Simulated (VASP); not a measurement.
# Ca8Se7 (a cell with a defect) in VASP: single point with PBE

Aim: the single point of Ca8Se7 (a cell with a defect) with PBE.

Program: VASP 6.6.1. These are calculated values, not measurements. Logs are shortened: lines on timing, memory, paths and dates and some standing lists are left out, and cuts for length are marked.

**1. The cell of the first run**

The cell holds a defect, 15 atoms: a = 8.337 Å, b = 8.337 Å, c = 8.337 Å, α = 60.00°, β = 60.00°, γ = 60.00°.

**2. Single point, PBE**

INCAR

```
PREC     = Accurate       # precision mode
ENCUT    = 400            # plane-wave cutoff, eV
EDIFF    = 1E-6           # SCF threshold, eV
ISMEAR   = -1             # smearing method
SIGMA    = 0.05           # smearing width, eV
LREAL    = F              # projectors in reciprocal space
LASPH    = T              # aspherical terms in the spheres
NELM     = 120            # most SCF steps
ALGO     = Normal         # electronic algorithm
ISIF     = 2              # what is computed and relaxed
LWAVE    = F              # write WAVECAR
LCHARG   = T              # write CHGCAR
GGA      = PE             # functional
LELF     = T              # ELF
LVHAR    = T            
NBANDS   = 74             # bands
GGA_COMPAT= F
```

KPOINTS

```
Automatic mesh
0
Gamma
  2 2 2
```

POSCAR

```
Ca8Se7
1.0
    0.0000000000      5.8953040000      5.8953040000
    5.8953040000      0.0000000000      5.8953040000
    5.8953040000      5.8953040000      0.0000000000
Ca Se
8 7
Direct
   -0.0020926826      0.0026577086      0.0016282451
   -0.0021031994      0.0026543160      0.4983293482
   -0.0020903078      0.4993499911      0.0016234956
   -0.0004396720      0.5009831554      0.4999833766
    0.4995526100      0.0009793388      0.0000000848
    0.5012305557      0.0026812019      0.4983100956
    0.5011920505      0.4993706007      0.0016071266
    0.5012097765      0.4993588117      0.4983235809
    0.2495598191      0.2510019840      0.2499798144
    0.2495592254      0.2510120767      0.7499858362
    0.2495539670      0.7509954533      0.2499848184
    0.2495582925      0.7510333649      0.7499696368
    0.7495610065      0.7509902797     -0.2500164538
    0.7495414995      0.2509897708      0.7499905009
    0.7495711841      0.7509945204      0.2499820196
```

Potentials or basis: VASP PAW PBE potentials, release 64 (Ca_sv, Se).

Command:

```bash
cat potpaw_PBE.64/Ca_sv/POTCAR potpaw_PBE.64/Se/POTCAR > POTCAR
mpirun -np 1 vasp_std > vasp.out
```

OUTCAR:

```text
PREC = Accurate
   ENCUT = 400
   EDIFF = 1E-6
   ISMEAR = -1
   LREAL = F
   LASPH = T
   NELM = 120
   ISIF = 2
   GGA = PE

 ion  position               nearest neighbor table
   1  0.998  0.003  0.002-  15 2.95  11 2.95  14 2.95  10 2.95  12 2.97
   2  0.998  0.003  0.498-  14 2.95  13 2.95  11 2.95   9 2.95  12 2.97
   3  0.998  0.499  0.002-  10 2.95  13 2.95  15 2.95   9 2.95  12 2.97
   4  1.000  0.501  0.500-   9 2.95  15 2.95  10 2.95  11 2.95  13 2.95  14 2.95
   5  0.500  0.001  0.000-  11 2.95  14 2.95  15 2.95   9 2.95  13 2.95  10 2.95
   6  0.501  0.003  0.498-   9 2.95  13 2.95  10 2.95  15 2.95  12 2.97
   7  0.501  0.499  0.002-  13 2.95  14 2.95   9 2.95  11 2.95  12 2.97
   8  0.501  0.499  0.498-  11 2.95  15 2.95  10 2.95  14 2.95  12 2.97
   9  0.250  0.251  0.250-   4 2.95   5 2.95   7 2.95   6 2.95   3 2.95   2 2.95
  10  0.250  0.251  0.750-   3 2.95   4 2.95   5 2.95   8 2.95   1 2.95   6 2.95
  11  0.250  0.751  0.250-   5 2.95   8 2.95   4 2.95   7 2.95   1 2.95   2 2.95
  12  0.250  0.751  0.750-   7 2.97   1 2.97   2 2.97   6 2.97   8 2.97   3 2.97
  13  0.750  0.751  0.750-   7 2.95   3 2.95   5 2.95   4 2.95   2 2.95   6 2.95
  14  0.750  0.251  0.750-   5 2.95   2 2.95   7 2.95   8 2.95   4 2.95   1 2.95
  15  0.750  0.751  0.250-   4 2.95   5 2.95   8 2.95   1 2.95   3 2.95   6 2.95

  LATTYP: Found a face centered cubic cell.
 ALAT       =    11.7906080000

  Lattice vectors:

 A1 = (   0.0000000000,   5.8953040000,   5.8953040000)
 A2 = (   5.8953040000,   0.0000000000,   5.8953040000)
 A3 = (   5.8953040000,   5.8953040000,   0.0000000000)

Analysis of symmetry for initial positions (statically):
=====================================================================
 Subroutine PRICEL returns:
 Original cell was already a primitive cell.

 Routine SETGRP: Setting up the symmetry group for a
 face centered cubic supercell.

 Subroutine GETGRP returns: Found  1 space group operations
 (whereof  1 operations were pure point group operations)
 out of a pool of 48 trial point group operations.

The static configuration has the point symmetry C_1 .

Analysis of symmetry for dynamics (positions and initial velocities):
=====================================================================
 Subroutine PRICEL returns:
 Original cell was already a primitive cell.

 Routine SETGRP: Setting up the symmetry group for a
 face centered cubic supercell.

 Subroutine GETGRP returns: Found  1 space group operations
[... 128 lines left out ...]
   EFERMI_NEDOS =   21; number of points for ismear=-14 and -15
   IALGO  =     38    algorithm
   IMIX   =      4    mixing-type and parameters
     AMIX     =   0.40;   BMIX     =  1.00
     AMIX_MAG =   1.60;   BMIX_MAG =  1.00
  volume/ion in A,a.u.               =      27.32       184.35
  Fermi-wavevector in a.u.,A,eV,Ry     =   1.093147  2.065748 16.258559  1.194970
  Thomas-Fermi vector in A             =   2.229427
   LORBIT       =      0    0 simple, 1 ext, 2 COOP (PROOUT), +10 PAW based schemes
   GGA     = PE    functional components
   LHFCALC =     F    Hartree Fock is set to
   AEXX    =    0.0000 exact exchange contribution
   IVDW    =     0    specifies the selected vdW correction
   LEPSILON=     F    determine dielectric tensor
   LRPA    =     F    only Hartree local field effects (RPA)
 non-spin polarized calculation
  energy-cutoff  :      400.00
  volume of cell :      409.78
 maximum number of plane-waves:      7456
   NGX = 27   NGY = 27   NGZ = 27

 number of electron     121.9999979 magnetization

 Free energy of the ion-electron system (eV)
  ---------------------------------------------------
  ext. energy  EPLUGINS =         0.00000000
  ---------------------------------------------------
  free energy    TOTEN  =       -67.70719386 eV

  energy without entropy =      -67.68719810  energy(sigma->0) =      -67.69719598

 E-fermi :   4.0507     XC(G=0):  -8.9401

 val. band max:        3.9025046341   @ k =   0.5000   0.0000   0.5000
 cond. band min:       4.1827838332   @ k =   0.0000   0.0000   0.0000
 fundamental gap:      0.2802791991
 Fermi energy:         4.0506972793

 k-point     1 :       0.0000    0.0000    0.0000
  band No.  band energies     occupation
      1     -37.6874      2.00000
      2     -37.6826      2.00000
      3     -37.6825      2.00000
      4     -37.6824      2.00000
      5     -37.6804      2.00000
      6     -37.6803      2.00000
[... 597 lines left out ...]
     72       6.8625      0.00000
     73       6.8857      0.00000
 [bands above 73 left out]

------------------------ aborting loop because EDIFF is reached ----------------------------------------

  FORCE on cell =-STRESS in cart. coord.  units (eV):
  Direction    XX          YY          ZZ          XY          YZ          ZX
  --------------------------------------------------------------------------------------
  -------------------------------------------------------------------------------------
  Total        2.8197111      2.8202884      2.8185981      0.0000635     -0.0000146     -0.0001091
  in kB       11.0246950     11.0269521     11.0203433      0.0002483     -0.0000572     -0.0004266
  external PRESSURE =      11.0239968 kB  Pullay stress =       0.0000000 kB

 VOLUME and BASIS-vectors are now :
 -----------------------------------------------------------------------------
  energy-cutoff  :      400.00
  volume of cell :      409.78
      direct lattice vectors                 reciprocal lattice vectors
     0.000000000  5.895304000  5.895304000    -0.084813268  0.084813268  0.084813268
     5.895304000  0.000000000  5.895304000     0.084813268 -0.084813268  0.084813268
     5.895304000  5.895304000  0.000000000     0.084813268  0.084813268 -0.084813268

 POSITION                                       TOTAL-FORCE (eV/Angst)
 -----------------------------------------------------------------------------------
      0.02527      5.89257      5.89864         0.010028     -0.000039     -0.000041
      2.95345      8.82071      5.89855        -0.000019     -0.009794      0.000172
      2.95339      5.89255      8.82680         0.000322      0.000190     -0.009734
      5.90100      8.84027      8.84616         0.000304     -0.000039      0.000083
      0.00577      2.94501      2.95079         0.000140     -0.000116      0.000406
      2.95350      5.89260      2.97071        -0.000190     -0.000082      0.009487
      2.95342      2.96415      5.89862         0.000056      0.010376     -0.000099
      5.88164      5.89255      5.89866        -0.009810      0.000073      0.000002
      2.95344      2.94494      2.95096        -0.000147     -0.000063     -0.000116
      5.90119      5.89262      2.95102        -0.000382     -0.000028     -0.000185
      5.90108      2.94493      5.89854         0.000023     -0.000036     -0.000071
      8.84887      5.89252      5.89879        -0.000499     -0.000149     -0.000345
      8.84870      8.84027      8.84621         0.000045     -0.000147      0.000133
      5.90108      8.84020      5.89844         0.000007      0.000069      0.000400
      5.90106      5.89267      8.84629         0.000122     -0.000215     -0.000090
 -----------------------------------------------------------------------------------
    total drift:                                0.000492     -0.000152      0.000236

  FREE ENERGIE OF THE ION-ELECTRON SYSTEM (eV)
  ---------------------------------------------------
  free  energy   TOTEN  =       -67.7071938647 eV

  energy  without entropy=      -67.6871980953  energy(sigma->0) =      -67.69719598
```

stdout:

```text
POSCAR found type information on POSCAR CaSe
 POSCAR found :  2 types and      15 ions
 scaLAPACK will be used
 LDA part: xc-table for (Slater+PW92), standard interpolation
 POSCAR, INCAR and KPOINTS ok, starting setup
 FFT: planning ... GRIDC
 FFT: planning ... GRID_SOFT
 FFT: planning ... GRID
 WAVECAR not read
 entering main loop
```

It took 3.5 min on 1 thread of Intel Xeon Platinum 8375C at 2.90GHz (Ice Lake), shared host; peak memory 0.42 GiB.

What came out:

| Quantity | Value |
| --- | --- |
| Free energy | -67.7072 eV |
| Pressure | 1.1 GPa |
| Largest force | 0.010 eV/Å |
| Band gap on the k mesh | 0.28 eV |

Forces on the atoms (eV/Å):
```
Ca   0.010  0.000  0.000
Ca   0.000 -0.010  0.000
Ca   0.000  0.000 -0.010
Ca   0.000  0.000  0.000
Ca   0.000  0.000  0.000
Ca   0.000  0.000  0.009
Ca   0.000  0.010  0.000
Ca  -0.010  0.000  0.000
Se   0.000  0.000  0.000
Se   0.000  0.000  0.000
Se   0.000  0.000  0.000
Se   0.000  0.000  0.000
Se   0.000  0.000  0.000
Se   0.000  0.000  0.000
Se   0.000  0.000  0.000
```

Levels at points of the mesh, in eV from the valence-band top:
```
           k point  band 57  band 58  band 59  band 60  band 61  band 62  band 63  band 64  band 65  band 66
(0.00, 0.00, 0.00)    -2.78    -2.04    -2.04    -2.04    -0.73     0.28     0.28     0.28     1.96     1.96
(0.50, 0.00, 0.00)    -2.70    -2.70    -2.51    -2.51    -0.07     0.76     1.50     1.50     1.68     1.71
(0.00, 0.50, 0.00)    -2.70    -2.70    -2.51    -2.51    -0.07     0.76     1.50     1.50     1.68     1.71
(0.00, 0.00, 0.50)    -2.70    -2.70    -2.51    -2.51    -0.07     0.76     1.50     1.50     1.68     1.71
(0.50, 0.50, 0.50)    -2.70    -2.70    -2.51    -2.51    -0.07     0.76     1.50     1.50     1.68     1.71
(0.50, 0.50, 0.00)    -2.65    -2.65    -2.45    -2.45     0.00     0.87     1.10     1.10     1.66     1.66
(0.00, 0.50, 0.50)    -2.65    -2.65    -2.45    -2.45     0.00     0.87     1.10     1.10     1.66     1.66
(0.50, 0.00, 0.50)    -2.65    -2.65    -2.45    -2.45     0.00     0.87     1.10     1.10     1.66     1.66
```

Caveat: the k points lie up to 0.46 Å⁻¹ apart.
